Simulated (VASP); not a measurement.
# HfCd2 (P4/nmm) in VASP: notebook, part 2 of 2

VASP 6.6.1.

## Step 4: Relaxation of cell and atoms, PBE

Input file INCAR:

```
ALGO     = Normal         # electronic algorithm
EDIFF    = 1E-7           # SCF threshold, eV
EDIFFG   = -0.04          # ionic threshold
ENCUT    = 500            # plane-wave cutoff, eV
GGA      = PE             # functional
GGA_COMPAT= F            
IBRION   = 2              # ionic algorithm
ISIF     = 3              # what is computed and relaxed
ISMEAR   = 0              # smearing method
LASPH    = T              # aspherical terms in the spheres
LCHARG   = F              # write CHGCAR
LREAL    = F              # projectors in reciprocal space
LWAVE    = F              # write WAVECAR
NELM     = 120            # most SCF steps
NELMIN   = 4            
NSW      = 90             # ionic steps
PREC     = Accurate       # precision mode
SIGMA    = 0.1            # smearing width, eV
```

Input file KPOINTS:

```
k-points
0
Gamma
  4 4 4
```

Input file POSCAR:

```
HfCd2
1.0
    4.3371303249      0.0000000000      0.0000000000
    0.0000000000      4.3371303249      0.0000000000
    0.0000000000      0.0000000000      6.6176004030
Hf Cd
2 4
Direct
    0.0000000000      0.5000000000      0.7000000000
    0.5000000000      0.0000000000      0.3000000000
    0.0000000000      0.0000000000      0.0000000000
    0.5000000000      0.5000000000      0.0000000000
    0.0000000000      0.5000000000      0.2700000000
    0.5000000000      0.0000000000      0.7300000000
```

Potentials or basis: VASP PAW PBE potentials, release 64 (Hf_pv, Cd).

On the command line:

```console
> cat potpaw_PBE.64/Hf_pv/POTCAR potpaw_PBE.64/Cd/POTCAR > POTCAR
> mpirun -np 1 vasp_std > vasp.out
```

OUTCAR:

```text
EDIFF = 1E-7
   EDIFFG = -0.04
   ENCUT = 500
   GGA = PE
   IBRION = 2
   ISIF = 3
   ISMEAR = 0
   LASPH = T
   LREAL = F
   NELM = 120
   NELMIN = 4
   NSW = 90
   PREC = Accurate

 ion  position               nearest neighbor table
   1  0.000  0.500  0.700-   5 2.85   4 2.94   3 2.94   3 2.94   4 2.94   6 3.07   6 3.07   6 3.07
                             6 3.07   5 3.77
   2  0.500  0.000  0.300-   6 2.85   4 2.94   3 2.94   4 2.94   3 2.94   5 3.07   5 3.07   5 3.07
                             5 3.07   6 3.77
   3  0.000  0.000  0.000-   5 2.81   6 2.81   5 2.81   6 2.81   1 2.94   1 2.94   2 2.94   2 2.94
                             4 3.07   4 3.07   4 3.07   4 3.07
   4  0.500  0.500  0.000-   5 2.81   6 2.81   6 2.81   5 2.81   2 2.94   1 2.94   1 2.94   2 2.94
                             3 3.07   3 3.07   3 3.07   3 3.07
   5  0.000  0.500  0.270-   3 2.81   4 2.81   3 2.81   4 2.81   1 2.85   2 3.07   2 3.07   2 3.07
                             2 3.07   1 3.77
   6  0.500  0.000  0.730-   3 2.81   4 2.81   4 2.81   3 2.81   2 2.85   1 3.07   1 3.07   1 3.07
                             1 3.07   2 3.77

  LATTYP: Found a simple tetragonal cell.
 ALAT       =     4.3371303249
 C/A-ratio  =     1.5258016032

  Lattice vectors:

 A1 = (   4.3371303249,   0.0000000000,   0.0000000000)
 A2 = (   0.0000000000,   4.3371303249,   0.0000000000)
 A3 = (   0.0000000000,   0.0000000000,   6.6176004030)

Analysis of symmetry for initial positions (statically):
=====================================================================
 Subroutine PRICEL returns:
 Original cell was already a primitive cell.

 Routine SETGRP: Setting up the symmetry group for a
 simple tetragonal supercell.

 Subroutine GETGRP returns: Found 16 space group operations
 (whereof  8 operations were pure point group operations)
 out of a pool of 16 trial point group operations.

The static configuration has the point symmetry D_2d.
 The point group associated with its full space group is D_4h.

Analysis of symmetry for dynamics (positions and initial velocities):
=====================================================================
 Subroutine PRICEL returns:
 Original cell was already a primitive cell.

[... 136 lines left out ...]
   AEXX    =    0.0000 exact exchange contribution
   IVDW    =     0    specifies the selected vdW correction
   LEPSILON=     F    determine dielectric tensor
   LRPA    =     F    only Hartree local field effects (RPA)
 conjugate gradient relaxation of ions
 non-spin polarized calculation
 Gauss-broadening in eV      SIGMA  =   0.10
  energy-cutoff  :      500.00
  volume of cell :      124.48
 maximum number of plane-waves:      3180
 NGX is ok and might be reduce to    32
   NGX = 15   NGY = 15   NGZ = 25

--------------------------------------- Ionic step        1  -------------------------------------------

 number of electron      67.9999991 magnetization

 Free energy of the ion-electron system (eV)
  ---------------------------------------------------
  ext. energy  EPLUGINS =         0.00000000
  ---------------------------------------------------
  free energy    TOTEN  =       -20.72947091 eV

  energy without entropy =      -20.70678980  energy(sigma->0) =      -20.71813036

------------------------ aborting loop because EDIFF is reached ----------------------------------------

  FORCE on cell =-STRESS in cart. coord.  units (eV):
  Direction    XX          YY          ZZ          XY          YZ          ZX
  --------------------------------------------------------------------------------------
  -------------------------------------------------------------------------------------
  Total        5.0173671      5.0173671     10.1079911      0.0000000      0.0000000      0.0000000
  in kB       64.5774629     64.5774629    130.0977996      0.0000000      0.0000000      0.0000000
  external PRESSURE =      86.4175752 kB  Pullay stress =       0.0000000 kB
[... 101 lines left out ...]
  FREE ENERGIE OF THE ION-ELECTRON SYSTEM (eV)
  ---------------------------------------------------
  free  energy   TOTEN  =       -21.1378200870 eV

  energy  without entropy=      -21.1143916488  energy(sigma->0) =      -21.12610587

[... ionic steps 4 to 15 ...]

--------------------------------------- Ionic step       16  -------------------------------------------

 number of electron      68.0000001 magnetization

------------------------ aborting loop because EDIFF is reached ----------------------------------------
[... 75 lines left out ...]
--------------------------------------- Ionic step       18  -------------------------------------------

 number of electron      68.0000004 magnetization

 Free energy of the ion-electron system (eV)
  ---------------------------------------------------
  ext. energy  EPLUGINS =         0.00000000
  ---------------------------------------------------
  free energy    TOTEN  =       -21.82188719 eV

  energy without entropy =      -21.78325544  energy(sigma->0) =      -21.80257132

 E-fermi :   3.4239     XC(G=0): -11.0314

 val. band max:        3.4197762047   @ k =   0.2500   0.0000   0.2500
 cond. band min:       3.4767216565   @ k =   0.5000   0.2500   0.2500
 fundamental gap:      0.0569454518
 Fermi energy:         3.4238811837

 k-point     1 :       0.0000    0.0000    0.0000
  band No.  band energies     occupation
      1     -27.9614      2.00000
      2     -27.8715      2.00000
      3     -27.7970      2.00000
      4     -27.7970      2.00000
      5     -27.6605      2.00000
      6     -27.6605      2.00000
[... 796 lines left out ...]
  FREE ENERGIE OF THE ION-ELECTRON SYSTEM (eV)
  ---------------------------------------------------
  free  energy   TOTEN  =       -21.8218871916 eV

  energy  without entropy=      -21.7832554401  energy(sigma->0) =      -21.80257132

 reached required accuracy - stopping structural energy minimisation
```

Wall time 17 min (1 thread of Oxide Virtual Turin-like, shared host); peak memory 0.22 GiB.

Results:

```
Free energy                           : -21.8219 eV
Relaxed volume                        : 22.27 Å³/atom
Relaxed cell                          : a = 4.035 Å, b = 4.035 Å, c = 8.210 Å, α = 90.00°, β = 90.00°, γ = 90.00°
Space group after relaxing (to 0.1 Å) : P4/nmm (No. 129)
Energy gained by relaxing             : 182.1 meV/atom
Ionic steps                           : 18
Pressure after relaxing               : -0.1 GPa
Largest force after relaxing          : 0.026 eV/Å
Band gap on the k mesh                : zero (bands 34 and 35 overlap by 1.81 eV)
```

Forces on the atoms (eV/Å):
```
Hf   0.000  0.000  0.026
Hf   0.000  0.000 -0.026
Cd   0.000  0.000  0.000
Cd   0.000  0.000  0.000
Cd   0.000  0.000  0.001
Cd   0.000  0.000 -0.001
```

The path:
```tsv
step	energy change (eV)	largest force (eV/Å)	pressure (GPa)	volume (Å³)
1	0.0000	1.1496	8.64	124.48
2	-0.2783	0.3345	-5.58	145.68
3	-0.4083	0.5606	-1.47	137.29
4	-0.5483	0.5821	-1.24	135.92
5	-0.6728	0.6576	-0.53	133.69
6	-0.5796	1.0816	3.00	128.64
7	-0.6993	0.7511	0.24	132.11
8	-0.7796	0.4142	0.14	131.86
9	-0.7977	0.6769	0.33	131.66
10	-0.8734	0.6125	-0.37	132.64
11	-1.0236	0.5592	-1.41	135.36
12	-0.5776	2.0796	1.37	139.78
13	-1.0297	0.5720	-1.11	135.87
14	-1.0793	0.0768	1.02	132.34
15	-1.0874	0.1523	0.33	133.34
16	-1.0895	0.0303	-0.59	134.61
17	-1.0902	0.0688	-0.30	134.20
18	-1.0924	0.0263	-0.07	133.63
```

Final structure:
```cif
data_structure
_symmetry_space_group_name_H-M 'P 1'
_symmetry_Int_Tables_number 1
_cell_length_a 4.0345
_cell_length_b 4.0345
_cell_length_c 8.2095
_cell_angle_alpha 90.000
_cell_angle_beta 90.000
_cell_angle_gamma 90.000
_cell_volume 133.63
loop_
_atom_site_label
_atom_site_type_symbol
_atom_site_fract_x
_atom_site_fract_y
_atom_site_fract_z
_atom_site_occupancy
Hf1 Hf 0.00000 0.50000 0.60702 1
Hf2 Hf 0.50000 0.00000 0.39298 1
Cd1 Cd 0.00000 0.00000 0.00000 1
Cd2 Cd 0.50000 0.50000 0.00000 1
Cd3 Cd 0.00000 0.50000 0.26184 1
Cd4 Cd 0.50000 0.00000 0.73816 1
```

Caveat: the k points lie up to 0.39 Å⁻¹ apart in the final cell, too coarse for converged energies and pressures of a metal; a cell axis changed by over 15 % at a fixed basis, so the end point is rough; spin-orbit coupling is left out, which moves the levels of the heavy elements.

## Step 5: Single point, PBE

This run uses another cell than the first one, of 22.28 Å³/atom.

Input file INCAR:

```
PREC     = Accurate       # precision mode
ENCUT    = 500            # plane-wave cutoff, eV
EDIFF    = 1E-6           # SCF threshold, eV
ISMEAR   = 0              # smearing method
SIGMA    = 0.1            # smearing width, eV
LREAL    = False          # projectors in reciprocal space
LASPH    = True           # aspherical terms in the spheres
NELM     = 120            # most SCF steps
ALGO     = Normal         # electronic algorithm
ISIF     = 2              # what is computed and relaxed
LWAVE    = False          # write WAVECAR
LCHARG   = True           # write CHGCAR
GGA      = PE             # functional
LELF     = True           # ELF
LVHAR    = True         
NBANDS   = 43             # bands
GGA_COMPAT= False
```

Input file KPOINTS:

```
Automatic mesh
0
Gamma
  10 10 6
```

Input file POSCAR:

```
HfCd2
1.0
    4.0187828439      0.0000000000      0.0000000000
    0.0000000000      4.0187828439      0.0000000000
    0.0000000000      0.0000000000      8.2772537421
Hf Cd
2 4
Direct
    0.0000000000      0.5000000000      0.6048882808
    0.5000000000      0.0000000000      0.3951117192
    0.0000000000      0.0000000000      0.0000000000
    0.5000000000      0.5000000000      0.0000000000
    0.0000000000      0.5000000000      0.2593996350
    0.5000000000      0.0000000000      0.7406003650
```

Potentials or basis: VASP PAW PBE potentials, release 64 (Hf_pv, Cd).

On the command line:

```console
> cat potpaw_PBE.64/Hf_pv/POTCAR potpaw_PBE.64/Cd/POTCAR > POTCAR
> mpirun -np 1 vasp_std > vasp.out
```

OUTCAR:

```text
PREC = Accurate
   ENCUT = 500
   EDIFF = 1E-6
   ISMEAR = 0
   LREAL = False
   LASPH = True
   NELM = 120
   ISIF = 2
   GGA = PE

 ion  position               nearest neighbor table
   1  0.000  0.500  0.605-   5 2.86   6 3.06   6 3.06   6 3.06   6 3.06   2 3.33   2 3.33   2 3.33
                             2 3.33
   2  0.500  0.000  0.395-   6 2.86   5 3.06   5 3.06   5 3.06   5 3.06   1 3.33   1 3.33   1 3.33
                             1 3.33
   3  0.000  0.000  0.000-   4 2.84   4 2.84   4 2.84   4 2.84   5 2.94   6 2.94   6 2.94   5 2.94

   4  0.500  0.500  0.000-   3 2.84   3 2.84   3 2.84   3 2.84   6 2.94   6 2.94   5 2.94   5 2.94

   5  0.000  0.500  0.259-   1 2.86   3 2.94   4 2.94   3 2.94   4 2.94   2 3.06   2 3.06   2 3.06
                             2 3.06
   6  0.500  0.000  0.741-   2 2.86   3 2.94   4 2.94   4 2.94   3 2.94   1 3.06   1 3.06   1 3.06
                             1 3.06

  LATTYP: Found a simple tetragonal cell.
 ALAT       =     4.0187828439
 C/A-ratio  =     2.0596419522

  Lattice vectors:

 A1 = (   4.0187828439,   0.0000000000,   0.0000000000)
 A2 = (   0.0000000000,   4.0187828439,   0.0000000000)
 A3 = (   0.0000000000,   0.0000000000,   8.2772537421)

Analysis of symmetry for initial positions (statically):
=====================================================================
 Subroutine PRICEL returns:
 Original cell was already a primitive cell.

 Routine SETGRP: Setting up the symmetry group for a
 simple tetragonal supercell.

 Subroutine GETGRP returns: Found 16 space group operations
 (whereof  8 operations were pure point group operations)
 out of a pool of 16 trial point group operations.

The static configuration has the point symmetry D_2d.
 The point group associated with its full space group is D_4h.

Analysis of symmetry for dynamics (positions and initial velocities):
=====================================================================
 Subroutine PRICEL returns:
 Original cell was already a primitive cell.
[... 140 lines left out ...]
  Thomas-Fermi vector in A             =   2.437606
   LORBIT       =      0    0 simple, 1 ext, 2 COOP (PROOUT), +10 PAW based schemes
   GGA     = PE    functional components
   LHFCALC =     F    Hartree Fock is set to
   AEXX    =    0.0000 exact exchange contribution
   IVDW    =     0    specifies the selected vdW correction
   LEPSILON=     F    determine dielectric tensor
   LRPA    =     F    only Hartree local field effects (RPA)
 non-spin polarized calculation
 Gauss-broadening in eV      SIGMA  =   0.10
  energy-cutoff  :      500.00
  volume of cell :      133.68
 maximum number of plane-waves:      3426
 NGX is ok and might be reduce to    30
   NGX = 15   NGY = 15   NGZ = 31

 number of electron      68.0000001 magnetization

 Free energy of the ion-electron system (eV)
  ---------------------------------------------------
  ext. energy  EPLUGINS =         0.00000000
  ---------------------------------------------------
  free energy    TOTEN  =       -21.86513789 eV

  energy without entropy =      -21.84131803  energy(sigma->0) =      -21.85322796

 E-fermi :   3.3501     XC(G=0): -11.0301

 val. band max:        3.3488612229   @ k =   0.2000   0.2000   0.3333
 cond. band min:       3.3540223046   @ k =   0.5000   0.0000   0.1667
 fundamental gap:      0.0051610818
 Fermi energy:         3.3500597652

 k-point     1 :       0.0000    0.0000    0.0000
  band No.  band energies     occupation
      1     -27.9679      2.00000
      2     -27.8743      2.00000
      3     -27.8236      2.00000
      4     -27.8236      2.00000
      5     -27.6781      2.00000
      6     -27.6781      2.00000
[... 1093 lines left out ...]
     42       7.1682      0.00000
     43       7.3000      0.00000

 [... further k-points ...]

------------------------ aborting loop because EDIFF is reached ----------------------------------------

  FORCE on cell =-STRESS in cart. coord.  units (eV):
  Direction    XX          YY          ZZ          XY          YZ          ZX
  --------------------------------------------------------------------------------------
  -------------------------------------------------------------------------------------
  Total        0.0832026      0.0832026      0.0510776      0.0000000      0.0000000      0.0000000
  in kB        0.9971763      0.9971763      0.6121615      0.0000000      0.0000000      0.0000000
  external PRESSURE =       0.8688381 kB  Pullay stress =       0.0000000 kB

 VOLUME and BASIS-vectors are now :
 -----------------------------------------------------------------------------
  energy-cutoff  :      500.00
  volume of cell :      133.68
      direct lattice vectors                 reciprocal lattice vectors
     4.018782844  0.000000000  0.000000000     0.248831559  0.000000000  0.000000000
     0.000000000  4.018782844  0.000000000     0.000000000  0.248831559  0.000000000
     0.000000000  0.000000000  8.277253742     0.000000000  0.000000000  0.120813017

 POSITION                                       TOTAL-FORCE (eV/Angst)
 -----------------------------------------------------------------------------------
      0.00000      2.00939      5.00681         0.000000     -0.000000     -0.021735
      2.00939      0.00000      3.27044        -0.000000     -0.000000      0.021735
      0.00000      0.00000      0.00000         0.000000     -0.000000      0.000000
      2.00939      2.00939      0.00000         0.000000      0.000000      0.000000
      0.00000      2.00939      2.14712         0.000000      0.000000      0.060635
      2.00939      0.00000      6.13014         0.000000     -0.000000     -0.060635
 -----------------------------------------------------------------------------------
    total drift:                                0.000000      0.000000      0.000000

  FREE ENERGIE OF THE ION-ELECTRON SYSTEM (eV)
  ---------------------------------------------------
  free  energy   TOTEN  =       -21.8651378866 eV

  energy  without entropy=      -21.8413180312  energy(sigma->0) =      -21.85322796
```

stdout:

```text
POSCAR found type information on POSCAR HfCd
 POSCAR found :  2 types and       6 ions
 scaLAPACK will be used
 LDA part: xc-table for (Slater+PW92), standard interpolation
 POSCAR, INCAR and KPOINTS ok, starting setup
 FFT: planning ... GRIDC
 FFT: planning ... GRID_SOFT
 FFT: planning ... GRID
 WAVECAR not read
 entering main loop
```

Wall time 4.8 min (1 thread of Oxide Virtual Turin-like, shared host); peak memory 0.44 GiB.

What came out:

```
Free energy            : -21.8651 eV
Pressure               : 0.1 GPa
Largest force          : 0.061 eV/Å
Band gap on the k mesh : zero (bands 34 and 35 overlap by 1.84 eV)
```

Forces on the atoms (eV/Å):
```
Hf   0.000  0.000 -0.022
Hf   0.000  0.000  0.022
Cd   0.000  0.000  0.000
Cd   0.000  0.000  0.000
Cd   0.000  0.000  0.061
Cd   0.000  0.000 -0.061
```

Levels at points of the mesh, in eV from the Fermi level:
| k point | band 31 | band 32 | band 33 | band 34 | band 35 | band 36 | band 37 | band 38 |
| --- | --- | --- | --- | --- | --- | --- | --- | --- |
| (0.00, 0.00, 0.00) | -0.90 | 0.74 | 0.74 | 1.37 | 1.40 | 1.40 | 1.66 | 1.66 |
| (0.50, 0.00, 0.00) | -2.47 | -2.47 | 0.02 | 0.02 | 0.56 | 0.56 | 2.18 | 2.18 |
| (0.50, 0.50, 0.00) | -1.70 | -1.70 | -1.59 | -1.59 | -0.37 | -0.37 | 1.42 | 1.42 |
| (0.00, 0.00, 0.50) | -0.91 | 0.45 | 0.45 | 1.08 | 1.08 | 1.37 | 1.71 | 1.87 |
| (0.50, 0.00, 0.50) | -1.28 | -1.28 | -0.03 | -0.03 | 0.29 | 0.29 | 2.24 | 2.24 |
| (0.50, 0.50, 0.50) | -2.32 | -2.32 | -1.23 | -1.23 | -0.35 | -0.35 | 1.65 | 1.65 |

Caveat: spin-orbit coupling is left out, which moves the levels of the heavy elements.

## Step 6: The runs side by side

```tsv
task	cell	k mesh	gap on the mesh (eV)	pressure (GPa)	largest force (eV/Å)
single point	a = 4.337, b = 4.337, c = 6.618 Å, 6 atoms, atomic positions A	4 × 4 × 4	none	8.6	1.15
single point	a = 4.037, b = 4.037, c = 8.175 Å, 6 atoms, atomic positions B	4 × 4 × 4	none	0.3	0.08
relaxation of cell and atoms	relaxed from a = 4.337, b = 4.337, c = 6.618 Å, 6 atoms, atomic positions A	4 × 4 × 4	none	-0.1	0.03
single point	a = 4.019, b = 4.019, c = 8.277 Å, 6 atoms, atomic positions C	10 × 10 × 6	none	0.1	0.06
```

Alike in all rows: level PBE; potentials or basis VASP PAW PBE potentials, release 64 (Hf_pv, Cd); no spin polarisation; cutoff (eV) 500; smearing gaussian 0.1 eV.

Caveats: some runs use coarse meshes; spin-orbit coupling is left out, which moves the levels of the heavy elements; forces of over 1 eV/Å act on the atoms, so gaps and moduli don't describe the material at rest (at least some runs); a cell axis changed by over 15 % at a fixed basis, so the end point is rough (at least some runs).

Absolute energies hang on the potentials; compare differences alone.

The gap in the log of VASP goes by the Fermi energy; the results here count the filled bands.